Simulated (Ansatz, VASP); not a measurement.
**AlNi: VASP beside Ansatz**

The input INCAR:

```
SYSTEM = AlNi
ALGO = Fast
EDIFF = 1E-6
ENCUT = 520
GGA = PE
ISIF = 2
ISMEAR = 0
LASPH = .True.
LCHARG = .False.
LREAL = .False.
LWAVE = .False.
NBANDS = 14
NELM = 80
PREC = Accurate
SIGMA = 0.1
```

KPOINTS

```
k-points
0
Gamma
  14 14 14
  0 0 0
```

POSCAR

```
AlNi
1.0
    2.8638584679      0.0000000000      0.0000000000
    0.0000000000      2.8638584679      0.0000000000
    0.0000000000      0.0000000000      2.8638584679
Al Ni
1 1
Direct
    0.0000000000      0.0000000000      0.0000000000
    0.5000000000      0.5000000000      0.5000000000
```

Input for Ansatz:

```yaml
crystal:
  lattice:
    - [2.8638584698, 0.0, 0.0]
    - [0.0, 2.8638584698, 0.0]
    - [0.0, 0.0, 2.8638584698]
  atoms:
    - { symbol: Al, position: [0.0, 0.0, 0.0] }
    - { symbol: Ni, position: [0.5, 0.5, 0.5] }
basis:
  ecutwfc: 420
kpoints:
  mp_grid: { grid: [14, 14, 14] }
hamiltonian:
  xc: pbe
scf:
  occupations: { method: gaussian, width: 0.1 }
output:
  forces: true
  stress: true
  eigenvalues: true
```

Alike in both runs: task single point; functional PBE; k mesh 14 × 14 × 14; occupations gaussian, width 0.1 eV; no spin polarisation.

```csv
,VASP,Ansatz
version,VASP 6.6.1,Ansatz 0.2.0
potentials or method,"VASP PAW PBE potentials, release 64 (Al, Ni), cutoff 520 eV","scalar-relativistic, plane waves, PAW"
valence electrons in the cell,13,21
```

|  | VASP | Ansatz | Ansatz less VASP |
| --- | --- | --- | --- |
| gap on the k mesh at the Fermi level (eV) | none | none | - |
| pressure (GPa) | 5.0 | 5.2 | +0.23 |

A gap of «none» marks a metal or a gap that the smearing closes. The functional is the same, so the differences come from potentials, cutoffs and numerics. VASP's potentials hold 13 valence electrons a cell and Ansatz's 21, so a difference there can come from the potentials and not from the codes.
